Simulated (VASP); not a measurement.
# Al2Pt (Fm-3m) in VASP: further runs

The runs below take Al2Pt through single point, relaxation of volume and atoms at fixed shape, with LDA.

All numbers are computed with VASP 6.6.1; they aren't measurements. Logs are shortened: lines on timing, memory, paths and dates and some standing lists are left out, and cuts for length are marked.

## (1) The cell of the first run

Symmetry: Fm-3m, No. 225, cubic system. The conventional cell has a = 5.854 Å, b = 5.854 Å, c = 5.854 Å, α = 90.00°, β = 90.00°, γ = 90.00°. Al (site symmetry -43m) has 4 Pt at 2.53 Å and 6 Al at 2.93 Å within 3.3 Å. Within 3.3 Å of Pt (site symmetry m-3m) lie 8 Al at 2.53 Å.

## (2) Single point, LDA

The input, INCAR:

```
ALGO     = Normal         # electronic algorithm
EDIFF    = 1E-6           # SCF threshold, eV
ENCUT    = 500            # plane-wave cutoff, eV
GGA_COMPAT= F            
ISIF     = 2              # what is computed and relaxed
ISMEAR   = -1             # smearing method
LASPH    = T              # aspherical terms in the spheres
LCHARG   = T              # write CHGCAR
LELF     = T              # ELF
LREAL    = F              # projectors in reciprocal space
LVHAR    = T            
LWAVE    = F              # write WAVECAR
NBANDS   = 15             # bands
NELM     = 120            # most SCF steps
PREC     = Accurate       # precision mode
SIGMA    = 0.05           # smearing width, eV
```

The input, KPOINTS:

```
k-points
0
Gamma
  7 7 7
```

The input, POSCAR:

```
Al2Pt
1.0
    0.0000000000      2.9268249128      2.9268249128
    2.9268249128      0.0000000000      2.9268249128
    2.9268249128      2.9268249128      0.0000000000
Al Pt
2 1
Direct
    0.2500000000      0.2500000000      0.2500000000
    0.7500000000      0.7500000000      0.7500000000
    0.0000000000      0.0000000000      0.0000000000
```

Potentials or basis: VASP PAW LDA potentials, release 64 (Al, Pt).

Command:

```bash
> cat potpaw_LDA.64/Al/POTCAR potpaw_LDA.64/Pt/POTCAR > POTCAR
> mpirun -np 1 vasp_std > vasp.out
```

OUTCAR:

```text
EDIFF = 1E-6
   ENCUT = 500
   ISIF = 2
   ISMEAR = -1
   LASPH = T
   LREAL = F
   NELM = 120
   PREC = Accurate

 ion  position               nearest neighbor table
   1  0.250  0.250  0.250-   3 2.53   3 2.53   3 2.53   3 2.53   2 2.93   2 2.93   2 2.93   2 2.93
                             2 2.93   2 2.93
   2  0.750  0.750  0.750-   3 2.53   3 2.53   3 2.53   3 2.53   1 2.93   1 2.93   1 2.93   1 2.93
                             1 2.93   1 2.93
   3  0.000  0.000  0.000-   2 2.53   2 2.53   2 2.53   1 2.53   1 2.53   1 2.53   2 2.53   1 2.53

  LATTYP: Found a face centered cubic cell.
 ALAT       =     5.8536498256

  Lattice vectors:

 A1 = (   0.0000000000,   2.9268249128,   2.9268249128)
 A2 = (   2.9268249128,   0.0000000000,   2.9268249128)
 A3 = (   2.9268249128,   2.9268249128,   0.0000000000)

Analysis of symmetry for initial positions (statically):
=====================================================================
 Subroutine PRICEL returns:
 Original cell was already a primitive cell.

 Routine SETGRP: Setting up the symmetry group for a
 face centered cubic supercell.

 Subroutine GETGRP returns: Found 48 space group operations
 (whereof 48 operations were pure point group operations)
 out of a pool of 48 trial point group operations.

The static configuration has the point symmetry O_h .

Analysis of symmetry for dynamics (positions and initial velocities):
=====================================================================
 Subroutine PRICEL returns:
 Original cell was already a primitive cell.

 Routine SETGRP: Setting up the symmetry group for a
 face centered cubic supercell.

 Subroutine GETGRP returns: Found 48 space group operations
 (whereof 48 operations were pure point group operations)
 out of a pool of 48 trial point group operations.

The dynamic configuration has the point symmetry O_h .

 Subroutine INISYM returns: Found 48 space group operations
 (whereof 48 operations are pure point group operations),
 and found     1 'primitive' translations

----------------------------------------------------------------------------------------

                                     Primitive cell

  volume of cell :      50.1441

  direct lattice vectors                    reciprocal lattice vectors
     0.000000000  2.926824913  2.926824913    -0.170833588  0.170833588  0.170833588
     2.926824913  0.000000000  2.926824913     0.170833588 -0.170833588  0.170833588
     2.926824913  2.926824913  0.000000000     0.170833588  0.170833588 -0.170833588

  length of vectors
     4.139155486  4.139155486  4.139155486     0.295892453  0.295892453  0.295892453

  position of ions in fractional coordinates (direct lattice)
     0.250000000  0.250000000  0.250000000
     0.750000000  0.750000000  0.750000000
     0.000000000  0.000000000  0.000000000

  ion indices of the primitive-cell ions
   primitive index   ion index
                 1           1
                 2           2
                 3           3

----------------------------------------------------------------------------------------

 KPOINTS: k-points

Automatic generation of k-mesh.
 Grid dimensions read from file:
 generate k-points for:    7    7    7

 Generating k-lattice:

  Cartesian coordinates                     Fractional coordinates (reciprocal lattice)
    -0.024404798  0.024404798  0.024404798     0.142857143  0.000000000  0.000000000
     0.024404798 -0.024404798  0.024404798     0.000000000  0.142857143  0.000000000
     0.024404798  0.024404798 -0.024404798     0.000000000  0.000000000  0.142857143

  Length of vectors
     0.042270350  0.042270350  0.042270350

  Shift w.r.t. Gamma in fractional coordinates (k-lattice)
     0.000000000  0.000000000  0.000000000

 Subroutine IBZKPT returns following result:
 ===========================================

 Found     20 irreducible k-points:

 Following reciprocal coordinates:
            Coordinates               Weight
  0.000000  0.000000  0.000000      1.000000
  0.142857  0.000000  0.000000      8.000000
  0.285714  0.000000  0.000000      8.000000
  0.428571  0.000000  0.000000      8.000000
  0.142857  0.142857  0.000000      6.000000
  0.285714  0.142857  0.000000     24.000000
[... 12 lines left out ...]
 -0.428571  0.428571  0.142857     24.000000
 -0.285714  0.428571  0.142857     24.000000
   k-points           NKPTS =     20   k-points in BZ     NKDIM =     20   number of bands    NBANDS=     15
   number of dos      NEDOS =    301   number of ions     NIONS =      3
   total plane-waves  NPLWV =  27000
   dimension x,y,z NGX =    30 NGY =   30 NGZ =   30
   dimension x,y,z NGXF=    60 NGYF=   60 NGZF=   60
   ions per type =               2   1
   NGX,Y,Z   is equivalent  to a cutoff of  12.05, 12.05, 12.05 a.u.
   NGXF,Y,Z  is equivalent  to a cutoff of  24.10, 24.10, 24.10 a.u.
 SYSTEM =  unknown system
   PREC   = accura    normal or accurate (medium, high low for compatibility)
   ISTART =      0    job   : 0-new  1-cont  2-samecut
   ICHARG =      2    charge: 1-file 2-atom 10-const
   ISPIN  =      1    spin polarized calculation?
   LNONCOLLINEAR =      F non collinear calculations
   LSORBIT =      F    spin-orbit coupling
   LASPH  =      T    aspherical Exc in radial PAW
   ENCUT  =  500.0 eV  36.75 Ry    6.06 a.u.   7.55  7.55  7.55*2*pi/ulx,y,z
   NELM   =    120;   NELMIN=  2; NELMDL= -5     # of ELM steps
   EDIFF  = 0.1E-05   stopping-criterion for ELM
   LREAL  =      F    real-space projection
   EDIFFG = 0.1E-04   stopping-criterion for IOM
   NSW    =      0    number of steps for IOM
   IBRION =     -1    ionic relax: 0-MD 1-quasi-New 2-CG
   NFREE  =      0    steps in history (QN), initial steepest desc. (CG)
   ISIF   =      2    stress and relaxation
   ISYM   =      2    0-nonsym 1-usesym 2-fastsym
   POTIM  = 0.5000    time-step for ionic-motion
   TEBEG  =    0.0;   TEEND  =   0.0 temperature during run
   PSTRESS=    0.0 pullay stress
   NELECT =      16.0000    total number of electrons
   NUPDOWN=      -1.0000    fix difference up-down
   EMIN   =  10.00;   EMAX   =-10.00  energy-range for DOS
   EFERMI =   0.00;   METHOD = LEGACY
   ISMEAR =    -1;   SIGMA  =   0.05  broadening in eV -4-tet -1-fermi 0-gaus
   EFERMI_NEDOS =   21; number of points for ismear=-14 and -15
   IALGO  =     38    algorithm
   IMIX   =      4    mixing-type and parameters
     AMIX     =   0.40;   BMIX     =  1.00
     AMIX_MAG =   1.60;   BMIX_MAG =  1.00
  volume/ion in A,a.u.               =      16.71       112.80
  Fermi-wavevector in a.u.,A,eV,Ry     =   1.118686  2.114009 17.027115  1.251458
  Thomas-Fermi vector in A             =   2.255319
   LORBIT       =      0    0 simple, 1 ext, 2 COOP (PROOUT), +10 PAW based schemes
   GGA     = CA    functional components
   LHFCALC =     F    Hartree Fock is set to
   AEXX    =    0.0000 exact exchange contribution
   IVDW    =     0    specifies the selected vdW correction
   LEPSILON=     F    determine dielectric tensor
   LRPA    =     F    only Hartree local field effects (RPA)
 non-spin polarized calculation
  energy-cutoff  :      500.00
  volume of cell :       50.14
 maximum number of plane-waves:      1299
 NGX is ok and might be reduce to    30
   NGX = 15   NGY = 15   NGZ = 15

 number of electron      16.0000000 magnetization

 Free energy of the ion-electron system (eV)
  ---------------------------------------------------
  ext. energy  EPLUGINS =         0.00000000
  ---------------------------------------------------
  free energy    TOTEN  =       -18.59506778 eV

  energy without entropy =      -18.57956407  energy(sigma->0) =      -18.58731593

 E-fermi :   8.0372     XC(G=0): -11.0116

 val. band max:        8.0235003713   @ k =  -0.1429   0.1429   0.0000
 cond. band min:       8.0965545524   @ k =   0.2857   0.2857   0.0000
 fundamental gap:      0.0730541812
 Fermi energy:         8.0371594095

 k-point     1 :       0.0000    0.0000    0.0000
  band No.  band energies     occupation
      1      -2.3676      2.00000
      2       2.8178      2.00000
      3       2.8178      2.00000
      4       2.8178      2.00000
      5       4.2102      2.00000
      6       4.2102      2.00000
      7      11.0952      0.00000
      8      11.9015      0.00000
      9      11.9015      0.00000
     10      11.9015      0.00000
     11      13.6147      0.00000
     12      13.6147      0.00000
     13      13.6147      0.00000
     14      14.4388      0.00000
     15      14.4388      0.00000

 k-point     2 :       0.1429    0.0000    0.0000
  band No.  band energies     occupation
      1      -2.0822      2.00000
      2       2.6605      2.00000
      3       2.9094      2.00000
      4       2.9094      2.00000
      5       4.1826      2.00000
      6       4.1826      2.00000
      7       9.3446      0.00000
      8      11.2323      0.00000
      9      11.2323      0.00000
     10      11.4919      0.00000
     11      13.9321      0.00000
     12      14.0102      0.00000
     13      14.0102      0.00000
     14      14.3836      0.00000
     15      14.3836      0.00000
[... 293 lines left out ...]
      3       2.6902      2.00000
      4       3.8507      2.00000
      5       3.9858      2.00000
      6       4.2769      2.00000
      7       4.9052      2.00000
      8       6.1304      2.00000
      9       7.1867      2.00000
     10      12.1150      0.00000
     11      12.4790      0.00000
     12      14.6982      0.00000
     13      16.9152      0.00000
     14      17.7140      0.00000
     15      19.0107      0.00000

 k-point    20 :      -0.2857    0.4286    0.1429
  band No.  band energies     occupation
      1       1.4893      2.00000
      2       1.9436      2.00000
      3       2.5975      2.00000
      4       3.1217      2.00000
      5       3.9957      2.00000
      6       4.4389      2.00000
      7       5.1584      2.00000
      8       5.5934      2.00000
      9       7.3678      2.00000
     10      12.3682      0.00000
     11      13.8953      0.00000
     12      14.2110      0.00000
     13      15.3234      0.00000
     14      17.3309      0.00000
     15      19.6992      0.00000

------------------------ aborting loop because EDIFF is reached ----------------------------------------

  FORCE on cell =-STRESS in cart. coord.  units (eV):
  Direction    XX          YY          ZZ          XY          YZ          ZX
  --------------------------------------------------------------------------------------
  -------------------------------------------------------------------------------------
  Total        0.1282205      0.1282205      0.1282205      0.0000000      0.0000000      0.0000000
  in kB        4.0968301      4.0968301      4.0968301      0.0000000      0.0000000      0.0000000
  external PRESSURE =       4.0968301 kB  Pullay stress =       0.0000000 kB

 VOLUME and BASIS-vectors are now :
 -----------------------------------------------------------------------------
  energy-cutoff  :      500.00
  volume of cell :       50.14
      direct lattice vectors                 reciprocal lattice vectors
     0.000000000  2.926824913  2.926824913    -0.170833588  0.170833588  0.170833588
     2.926824913  0.000000000  2.926824913     0.170833588 -0.170833588  0.170833588
     2.926824913  2.926824913  0.000000000     0.170833588  0.170833588 -0.170833588

 POSITION                                       TOTAL-FORCE (eV/Angst)
 -----------------------------------------------------------------------------------
      1.46341      1.46341      1.46341        -0.000000     -0.000000     -0.000000
      4.39024      4.39024      4.39024         0.000000      0.000000      0.000000
      0.00000      0.00000      0.00000         0.000000     -0.000000     -0.000000
 -----------------------------------------------------------------------------------
    total drift:                                0.000000     -0.000000     -0.000000

  FREE ENERGIE OF THE ION-ELECTRON SYSTEM (eV)
  ---------------------------------------------------
  free  energy   TOTEN  =       -18.5950677823 eV

  energy  without entropy=      -18.5795640704  energy(sigma->0) =      -18.58731593
```

Run time: 13 s. Hardware: 1 thread of Intel Xeon Platinum 8488C (Sapphire Rapids), shared host; peak memory 0.15 GiB.

What came out:

```yaml
Free_energy: -18.5951 eV
Pressure: 0.4 GPa
Band_gap_on_the_k_mesh: zero (band 8 reaches 11.90 eV, above the bottom of band 9 at 6.65 eV)
```

Caveat: spin-orbit coupling is left out, which moves the levels of the heavy elements.

## (3) Relaxation of volume and atoms at fixed shape, LDA

This run uses another cell than the first one, of 17.20 Å³/atom, 1.029 times its volume.

The input, INCAR:

```
SYSTEM = Al2Pt
  PREC = Accurate
  ENCUT = 500
  EDIFF = 1E-7
  ISMEAR = -1
  SIGMA = 0.05
  LREAL = .FALSE.
  LASPH = .TRUE.
  NELM = 120
  ALGO = Normal
  ISIF = 8
  LWAVE = .FALSE.
  LCHARG = .FALSE.
  GGA = CA
  IBRION = 2
  NSW = 80
  EDIFFG = -0.01
  GGA_COMPAT = .FALSE.
  NELMIN = 4
```

The input, KPOINTS:

```
Automatic mesh
0
G
  7 7 7
  0 0 0
```

The input, POSCAR:

```
Al2Pt
1.0
    0.0000000000      2.9550000000      2.9550000000
    2.9550000000      0.0000000000      2.9550000000
    2.9550000000      2.9550000000      0.0000000000
Al Pt
2 1
Direct
    0.2500000000      0.2500000000      0.2500000000
    0.7500000000      0.7500000000      0.7500000000
    0.0000000000      0.0000000000      0.0000000000
```

Potentials or basis: VASP PAW LDA potentials, release 64 (Al, Pt).

Command:

```bash
> cat potpaw_LDA.64/Al/POTCAR potpaw_LDA.64/Pt/POTCAR > POTCAR
> mpirun -np 1 vasp_std > vasp.out
```

OUTCAR:

```text
SYSTEM = Al2Pt
   PREC = Accurate
   ENCUT = 500
   EDIFF = 1E-7
   ISMEAR = -1
   LREAL = .FALSE.
   LASPH = .TRUE.
   NELM = 120
   ISIF = 8
   GGA = CA
   IBRION = 2
   NSW = 80
   EDIFFG = -0.01
   NELMIN = 4

 ion  position               nearest neighbor table
   1  0.250  0.250  0.250-   3 2.56   3 2.56   3 2.56   3 2.56   2 2.96   2 2.96   2 2.96   2 2.96
                             2 2.96   2 2.96
   2  0.750  0.750  0.750-   3 2.56   3 2.56   3 2.56   3 2.56   1 2.96   1 2.96   1 2.96   1 2.96
                             1 2.96   1 2.96
   3  0.000  0.000  0.000-   2 2.56   2 2.56   2 2.56   1 2.56   2 2.56   1 2.56   1 2.56   1 2.56

  LATTYP: Found a face centered cubic cell.
 ALAT       =     5.9100000000

  Lattice vectors:

 A1 = (   0.0000000000,   2.9550000000,   2.9550000000)
 A2 = (   2.9550000000,   0.0000000000,   2.9550000000)
 A3 = (   2.9550000000,   2.9550000000,   0.0000000000)

Analysis of symmetry for initial positions (statically):
=====================================================================
 Subroutine PRICEL returns:
[... 159 lines left out ...]

 number of electron      16.0000002 magnetization

 Free energy of the ion-electron system (eV)
  ---------------------------------------------------
  ext. energy  EPLUGINS =         0.00000000
  ---------------------------------------------------
  free energy    TOTEN  =       -18.58044380 eV

  energy without entropy =      -18.56532304  energy(sigma->0) =      -18.57288342

------------------------ aborting loop because EDIFF is reached ----------------------------------------

  FORCE on cell =-STRESS in cart. coord.  units (eV):
  Direction    XX          YY          ZZ          XY          YZ          ZX
  --------------------------------------------------------------------------------------
  -------------------------------------------------------------------------------------
  Total       -1.1525274     -1.1525274     -1.1525274      0.0000000     -0.0000000      0.0000000
  in kB      -35.7815689    -35.7815689    -35.7815689      0.0000000     -0.0000000      0.0000000
  external PRESSURE =     -35.7815689 kB  Pullay stress =       0.0000000 kB
[... 61 lines left out ...]
--------------------------------------- Ionic step        3  -------------------------------------------

 number of electron      16.0000000 magnetization

 Free energy of the ion-electron system (eV)
  ---------------------------------------------------
  ext. energy  EPLUGINS =         0.00000000
  ---------------------------------------------------
  free energy    TOTEN  =       -18.59562949 eV

  energy without entropy =      -18.58016068  energy(sigma->0) =      -18.58789509

 E-fermi :   8.0027     XC(G=0): -10.9992

 val. band max:        7.9898937009   @ k =  -0.1429   0.1429   0.0000
 cond. band min:       8.0634042774   @ k =   0.2857   0.2857   0.0000
 fundamental gap:      0.0735105765
 Fermi energy:         8.0027449996

 k-point     1 :       0.0000    0.0000    0.0000
  band No.  band energies     occupation
      1      -2.3817      2.00000
      2       2.7989      2.00000
      3       2.7989      2.00000
      4       2.7989      2.00000
      5       4.1883      2.00000
      6       4.1883      2.00000
      7      11.0391      0.00000
      8      11.8650      0.00000
      9      11.8650      0.00000
     10      11.8650      0.00000
     11      13.5642      0.00000
     12      13.5642      0.00000
[... 313 lines left out ...]
  FREE ENERGIE OF THE ION-ELECTRON SYSTEM (eV)
  ---------------------------------------------------
  free  energy   TOTEN  =       -18.5956294936 eV

  energy  without entropy=      -18.5801606816  energy(sigma->0) =      -18.58789509

 reached required accuracy - stopping structural energy minimisation
```

OSZICAR:

```text
N       E                     dE             d eps       ncg     rms          rms(c)
DAV:   1     0.447470207904E+02    0.44747E+02   -0.66851E+03   504   0.110E+03
DAV:   2    -0.175179117773E+02   -0.62265E+02   -0.56479E+02   576   0.183E+02
DAV:   3    -0.192146585679E+02   -0.16967E+01   -0.16804E+01   616   0.298E+01
[... 26 lines left out ...]
DAV:   4    -0.185956400424E+02    0.10191E-02   -0.33310E-03   508   0.333E-01    0.760E-02
DAV:   5    -0.185956304007E+02    0.96417E-05   -0.45207E-04   536   0.217E-01    0.475E-02
DAV:   6    -0.185956286016E+02    0.17991E-05   -0.71843E-05   516   0.825E-02    0.103E-02
DAV:   7    -0.185956295588E+02   -0.95715E-06   -0.16514E-06   592   0.100E-02    0.249E-03
DAV:   8    -0.185956294936E+02    0.65190E-07   -0.39562E-07   508   0.525E-03
   3 F= -.18595629E+02 E0= -.18587895E+02  d E =-.151857E-01
```

Run time: 26 s. Hardware: 1 thread of Intel Xeon Platinum 8488C (Sapphire Rapids), shared host; peak memory 0.16 GiB.

Results:

```
Free energy                            : -18.5956 eV
Relaxed volume                         : 16.76 Å³/atom
Relaxed cell                           : a = 4.143 Å, b = 4.143 Å, c = 4.143 Å, α = 60.00°, β = 60.00°, γ = 60.00°
Space group after relaxing (to 0.05 Å) : Fm-3m (No. 225)
Energy gained by relaxing              : 5.1 meV/atom
Ionic steps                            : 3
Pressure after relaxing                : 0.0 GPa
Band gap on the k mesh                 : zero (band 8 reaches 11.87 eV, above the bottom of band 9 at 6.62 eV)
```

Step by step:
```tsv
step	energy change (eV)	largest force (eV/Å)	pressure (GPa)	volume (Å³)
1	0.0000	0.0000	-3.58	51.61
2	0.0059	0.0000	4.66	48.79
3	-0.0152	0.0000	-0.03	50.29
```

Final structure:
```yaml
crystal:
  lattice:
    - [0.00000, 2.92958, 2.92958]
    - [2.92958, 0.00000, 2.92958]
    - [2.92958, 2.92958, 0.00000]
  atoms:
    - { symbol: Al, position: [0.25000, 0.25000, 0.25000] }
    - { symbol: Al, position: [0.75000, 0.75000, 0.75000] }
    - { symbol: Pt, position: [0.00000, 0.00000, 0.00000] }
```

Levels at points of the mesh, in eV from the Fermi level:
| k point | band 4 | band 5 | band 6 | band 7 | band 8 | band 9 | band 10 | band 11 | band 12 |
| --- | --- | --- | --- | --- | --- | --- | --- | --- | --- |
| (0.00, 0.00, 0.00) | -5.20 | -3.81 | -3.81 | 3.04 | 3.86 | 3.86 | 3.86 | 5.56 | 5.56 |

Caveat: spin-orbit coupling is left out, which moves the levels of the heavy elements. Zero-point motion and thermal expansion aren't in these numbers.
